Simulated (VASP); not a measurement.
# K (P6_3/mmc) in VASP: notebook

K is run at these levels: PBE+D3(BJ); tasks: relaxation of cell and atoms, single point.

All numbers are computed with VASP 6.6.1; they aren't measurements. Logs are shortened: lines on timing, memory, paths and dates and some standing lists are left out, and cuts for length are marked.

### Step 1. The cell of the first run

Symmetry: P6_3/mmc, No. 194, hexagonal system. The conventional cell has a = 4.615 Å, b = 4.615 Å, c = 15.012 Å, α = 90.00°, β = 90.00°, γ = 120.00°.

### Step 2. Relaxation of cell and atoms, PBE+D3(BJ)

File INCAR:

```
  PREC = Accurate
  ENCUT = 600
  EDIFF = 1E-6
  ISMEAR = 0
  SIGMA = 0.1
  LREAL = False
  LASPH = True
  NELM = 100
  ALGO = Normal
  ISIF = 3
  LWAVE = False
  LCHARG = False
  GGA = PE
  IVDW = 12
  IBRION = 2
  NSW = 100
  EDIFFG = -0.005
```

File KPOINTS:

```
Automatic mesh
0
Gamma
  12 12 4
```

File POSCAR:

```
K
1.0
    4.6146036413      0.0000000000      0.0000000000
   -2.3073018206      3.9963639817      0.0000000000
    0.0000000000      0.0000000000     15.0121763284
K
4
Direct
    0.0000000000      0.0000000000      0.0000000000
    0.3333333333      0.6666666667      0.7500000000
    0.0000000000      0.0000000000      0.5000000000
    0.6666666667      0.3333333333      0.2500000000
```

Potentials or basis: VASP PAW PBE potentials, release 64 (K_sv).

The run is started by

```console
$ cat potpaw_PBE.64/K_sv/POTCAR > POTCAR
$ mpirun -np 1 vasp_std > vasp.out
```

OUTCAR:

```text
PREC = Accurate
   ENCUT = 600
   EDIFF = 1E-6
   ISMEAR = 0
   LREAL = False
   LASPH = True
   NELM = 100
   ISIF = 3
   GGA = PE
   IVDW = 12
   IBRION = 2
   NSW = 100
   EDIFFG = -0.005
 IVDW          = 12

 ion  position               nearest neighbor table
   1  0.000  0.000  0.000-
   2  0.333  0.667  0.750-
   3  0.000  0.000  0.500-
   4  0.667  0.333  0.250-

  LATTYP: Found a hexagonal cell.
 ALAT       =     4.6146036413
 C/A-ratio  =     3.2531886800

  Lattice vectors:

 A1 = (   4.6146036413,   0.0000000000,   0.0000000000)
 A2 = (  -2.3073018206,   3.9963639817,   0.0000000000)
 A3 = (   0.0000000000,   0.0000000000,  15.0121763284)

Analysis of symmetry for initial positions (statically):
=====================================================================
 Subroutine PRICEL returns:
 Original cell was already a primitive cell.

 Routine SETGRP: Setting up the symmetry group for a
 hexagonal supercell.

 Subroutine GETGRP returns: Found 24 space group operations
 (whereof 12 operations were pure point group operations)
 out of a pool of 24 trial point group operations.

The static configuration has the point symmetry D_3d.
 The point group associated with its full space group is D_6h.

Analysis of symmetry for dynamics (positions and initial velocities):
=====================================================================
 Subroutine PRICEL returns:
 Original cell was already a primitive cell.

 Routine SETGRP: Setting up the symmetry group for a
 hexagonal supercell.

 Subroutine GETGRP returns: Found 24 space group operations
 (whereof 12 operations were pure point group operations)
 out of a pool of 24 trial point group operations.

The dynamic configuration has the point symmetry D_3d.
 The point group associated with its full space group is D_6h.

 Subroutine INISYM returns: Found 24 space group operations
 (whereof 12 operations are pure point group operations),
 and found     1 'primitive' translations

----------------------------------------------------------------------------------------

                                     Primitive cell

  volume of cell :     276.8491

  direct lattice vectors                    reciprocal lattice vectors
     4.614603641  0.000000000  0.000000000     0.216703335  0.125113729  0.000000000
    -2.307301821  3.996363982  0.000000000     0.000000000  0.250227458  0.000000000
     0.000000000  0.000000000 15.012176328     0.000000000  0.000000000  0.066612594

  length of vectors
     4.614603641  4.614603641 15.012176328     0.250227458  0.250227458  0.066612594

  position of ions in fractional coordinates (direct lattice)
     0.000000000  0.000000000  0.000000000
     0.333333333  0.666666667  0.750000000
     0.000000000  0.000000000  0.500000000
     0.666666667  0.333333333  0.250000000

  ion indices of the primitive-cell ions
   primitive index   ion index
                 1           1
                 2           2
                 3           3
                 4           4

----------------------------------------------------------------------------------------

 KPOINTS: Automatic mesh

Automatic generation of k-mesh.
 Grid dimensions read from file:
 generate k-points for:   12   12    4

 Generating k-lattice:

  Cartesian coordinates                     Fractional coordinates (reciprocal lattice)
     0.018058611  0.010426144  0.000000000     0.083333333 -0.000000000  0.000000000
     0.000000000  0.020852288  0.000000000     0.000000000  0.083333333  0.000000000
     0.000000000  0.000000000  0.016653148     0.000000000  0.000000000  0.250000000

  Length of vectors
     0.020852288  0.020852288  0.016653148

  Shift w.r.t. Gamma in fractional coordinates (k-lattice)
     0.000000000  0.000000000  0.000000000

 Subroutine IBZKPT returns following result:
 ===========================================

 Found     57 irreducible k-points:

 Following reciprocal coordinates:
            Coordinates               Weight
  0.000000  0.000000  0.000000      1.000000
  0.083333 -0.000000  0.000000      6.000000
  0.166667 -0.000000  0.000000      6.000000
  0.250000 -0.000000  0.000000      6.000000
  0.333333 -0.000000  0.000000      6.000000
  0.416667 -0.000000  0.000000      6.000000
[... 16 lines left out ...]
  0.250000 -0.000000  0.250000     12.000000
  0.333333 -0.000000  0.250000     12.000000
 [... further k-points ...]
   k-points           NKPTS =     57   k-points in BZ     NKDIM =     57   number of bands    NBANDS=     22
   number of dos      NEDOS =    301   number of ions     NIONS =      4
   total plane-waves  NPLWV = 192000
   dimension x,y,z NGX =    40 NGY =   40 NGZ =  120
   dimension x,y,z NGXF=    80 NGYF=   80 NGZF=  240
   ions per type =               4
   NGX,Y,Z   is equivalent  to a cutoff of  14.41, 14.41, 13.29 a.u.
   NGXF,Y,Z  is equivalent  to a cutoff of  28.82, 28.82, 26.58 a.u.
 SYSTEM =  unknown system
   PREC   = accura    normal or accurate (medium, high low for compatibility)
   ISTART =      0    job   : 0-new  1-cont  2-samecut
   ICHARG =      2    charge: 1-file 2-atom 10-const
   ISPIN  =      1    spin polarized calculation?
   LNONCOLLINEAR =      F non collinear calculations
   LSORBIT =      F    spin-orbit coupling
   LASPH  =      T    aspherical Exc in radial PAW
   ENCUT  =  600.0 eV  44.10 Ry    6.64 a.u.   9.22  9.22 29.98*2*pi/ulx,y,z
   NELM   =    100;   NELMIN=  2; NELMDL= -5     # of ELM steps
   EDIFF  = 0.1E-05   stopping-criterion for ELM
   LREAL  =      F    real-space projection
   EDIFFG = -.5E-02   stopping-criterion for IOM
   NSW    =    100    number of steps for IOM
   IBRION =      2    ionic relax: 0-MD 1-quasi-New 2-CG
   NFREE  =      1    steps in history (QN), initial steepest desc. (CG)
   ISIF   =      3    stress and relaxation
   ISYM   =      2    0-nonsym 1-usesym 2-fastsym
   POTIM  = 0.5000    time-step for ionic-motion
   TEBEG  =    0.0;   TEEND  =   0.0 temperature during run
   PSTRESS=    0.0 pullay stress
   NELECT =      36.0000    total number of electrons
   NUPDOWN=      -1.0000    fix difference up-down
   EMIN   =  10.00;   EMAX   =-10.00  energy-range for DOS
   EFERMI =   0.00;   METHOD = LEGACY
   ISMEAR =     0;   SIGMA  =   0.10  broadening in eV -4-tet -1-fermi 0-gaus
   EFERMI_NEDOS =   21; number of points for ismear=-14 and -15
   IALGO  =     38    algorithm
   IMIX   =      4    mixing-type and parameters
     AMIX     =   0.40;   BMIX     =  1.00
     AMIX_MAG =   1.60;   BMIX_MAG =  1.00
  volume/ion in A,a.u.               =      69.21       467.07
  Fermi-wavevector in a.u.,A,eV,Ry     =   0.829395  1.567329  9.359389  0.687896
  Thomas-Fermi vector in A             =   1.941934
   LORBIT       =      0    0 simple, 1 ext, 2 COOP (PROOUT), +10 PAW based schemes
   GGA     = PE    functional components
   LHFCALC =     F    Hartree Fock is set to
   AEXX    =    0.0000 exact exchange contribution
   IVDW    =    12    specifies the selected vdW correction
   LEPSILON=     F    determine dielectric tensor
   LRPA    =     F    only Hartree local field effects (RPA)
 conjugate gradient relaxation of ions
 non-spin polarized calculation
 Gauss-broadening in eV      SIGMA  =   0.10
  energy-cutoff  :      600.00
  volume of cell :      276.85
 maximum number of plane-waves:      9268
 NGX is ok and might be reduce to    40
   NGX = 19   NGY = 19   NGZ = 59

--------------------------------------- Ionic step        1  -------------------------------------------

 number of electron      35.9999999 magnetization

 Free energy of the ion-electron system (eV)
  ---------------------------------------------------
  ext. energy  EPLUGINS =         0.00000000
  ---------------------------------------------------
  free energy    TOTEN  =        -4.18628623 eV

  energy without entropy =       -4.17357502  energy(sigma->0) =       -4.17993062

------------------------ aborting loop because EDIFF is reached ----------------------------------------

 Edisp (eV)   -0.48118

 E8    (eV) :    -0.2588

  FORCE on cell =-STRESS in cart. coord.  units (eV):
  Direction    XX          YY          ZZ          XY          YZ          ZX
  --------------------------------------------------------------------------------------
  -------------------------------------------------------------------------------------
  Total      -0.01273    -0.01273    -0.03723    -0.00000     0.00000     0.00000
  in kB      -0.07365    -0.07365    -0.21545    -0.00000     0.00000     0.00000
  external pressure =       -0.12 kB  Pullay stress =        0.00 kB
[... 65 lines left out ...]
  energy  without entropy=       -4.6547756250  energy(sigma->0) =       -4.66112646

--------------------------------------- Ionic step        3  -------------------------------------------

 number of electron      35.9999999 magnetization

 Free energy of the ion-electron system (eV)
  ---------------------------------------------------
  ext. energy  EPLUGINS =         0.00000000
  ---------------------------------------------------
  free energy    TOTEN  =        -4.18540685 eV

  energy without entropy =       -4.17271967  energy(sigma->0) =       -4.17906326

 E-fermi :   0.0241     XC(G=0):  -5.8042

 val. band max:        0.0177963718   @ k =   0.2500   0.2500   0.2500
 cond. band min:       0.0566590484   @ k =   0.4167   0.0833   0.5000
 fundamental gap:      0.0388626766
 Fermi energy:         0.0240551891

 k-point     1 :       0.0000    0.0000    0.0000
  band No.  band energies     occupation
      1     -32.0690      2.00000
      2     -32.0666      2.00000
      3     -32.0662      2.00000
      4     -32.0638      2.00000
      5     -15.5991      2.00000
      6     -15.5578      2.00000
[... 574 lines left out ...]
      6     -15.5788      2.00000
[... 14 lines left out ...]
     21       1.6257      0.00000
     22       1.8920      0.00000

 [... further k-points ...]

------------------------ aborting loop because EDIFF is reached ----------------------------------------

 Edisp (eV)   -0.48209

 E8    (eV) :    -0.2593

  FORCE on cell =-STRESS in cart. coord.  units (eV):
  Direction    XX          YY          ZZ          XY          YZ          ZX
  --------------------------------------------------------------------------------------
  -------------------------------------------------------------------------------------
  Total       0.00179     0.00179    -0.01477     0.00000     0.00000    -0.00000
  in kB       0.01040     0.01040    -0.08564     0.00000     0.00000    -0.00000
  external pressure =       -0.02 kB  Pullay stress =        0.00 kB
[... 19 lines left out ...]
  FREE ENERGIE OF THE ION-ELECTRON SYSTEM (eV)
  ---------------------------------------------------
  free  energy   TOTEN  =        -4.6674925614 eV

  energy  without entropy=       -4.6548053826  energy(sigma->0) =       -4.66114897

 reached required accuracy - stopping structural energy minimisation
```

Run time: 9.3 min. Hardware: 1 thread of AMD EPYC 7R43 (Zen 3), shared host; peak memory 0.65 GiB.

What came out:

```yaml
Free_energy: -4.6675 eV
Relaxed_volume: 69.08 Å³/atom
Relaxed_cell: a = 4.613 Å, b = 4.613 Å, c = 14.995 Å, α = 90.00°, β = 90.00°, γ = 120.00°
Space_group_after_relaxing_to_0.05_Å: P6_3/mmc (No. 194)
Energy_gained_by_relaxing: 0.0 meV/atom
Ionic_steps: 3
Pressure_after_relaxing: 0.0 GPa
Band_gap_on_the_k_mesh: zero (band 18 reaches 0.92 eV, above the bottom of band 19 at -1.47 eV)
Dispersion_energy_per_atom: -0.121 eV
```

Final structure:
```xyz
4
Lattice="4.6128 0.0000 0.0000 -2.3064 3.9948 0.0000 0.0000 0.0000 14.9952" Properties=species:S:1:pos:R:3 pbc="T T T"
K     0.0000    0.0000    0.0000
K     0.0000    2.6632   11.2464
K     0.0000    0.0000    7.4976
K     2.3064    1.3316    3.7488
```

Caveat: pairwise dispersion overbinds metals, which lowers pressure and volume.

### Step 3. Single point, PBE+D3(BJ)

File INCAR:

```
PREC = Accurate ; ENCUT = 520
EDIFF = 1E-7 ; ISMEAR = 0
SIGMA = 0.1 ; LREAL = False
LASPH = True ; NELM = 100
ALGO = Normal ; ISIF = 2
LWAVE = False ; LCHARG = True
GGA = PE ; IVDW = 12
LELF = True ; LVHAR = True
NBANDS = 26
```

File KPOINTS:

```
regular mesh
0
Gamma
  12 12 4
```

POSCAR is that of step 2.

Potentials or basis: VASP PAW PBE potentials, release 64 (K_sv).

The run is started by

```console
$ cat potpaw_PBE.64/K_sv/POTCAR > POTCAR
$ mpirun -np 1 vasp_std > vasp.out
```

It took 4.8 min on 1 thread of AMD EPYC 9R14 (Zen 4), shared host; peak memory 0.54 GiB.

Results (log left out):

```
Free energy                : -4.6670 eV
Pressure                   : 0.0 GPa
Band gap on the k mesh     : zero (band 18 reaches 0.92 eV, above the bottom of band 19 at -1.47 eV)
Dispersion energy per atom : -0.120 eV
```

Levels at points of the mesh, in eV from the Fermi level:
```tsv
k point	band 14	band 15	band 16	band 17	band 18	band 19	band 20	band 21	band 22	band 23
(0.00, 0.00, 0.00)	-15.54	-15.54	-15.54	-2.25	-1.49	-1.49	0.33	0.59	2.80	2.81
(0.50, 0.00, 0.00)	-15.56	-15.55	-15.55	0.15	0.22	0.62	0.63	0.84	0.90	1.80
(0.00, 0.00, 0.50)	-15.54	-15.54	-15.54	-2.05	-2.05	-0.63	-0.63	1.65	1.65	3.80
(0.50, 0.00, 0.50)	-15.56	-15.55	-15.55	0.27	0.27	0.38	0.38	1.23	1.23	1.56
```

Caveat: pairwise dispersion overbinds metals, which lowers pressure and volume.
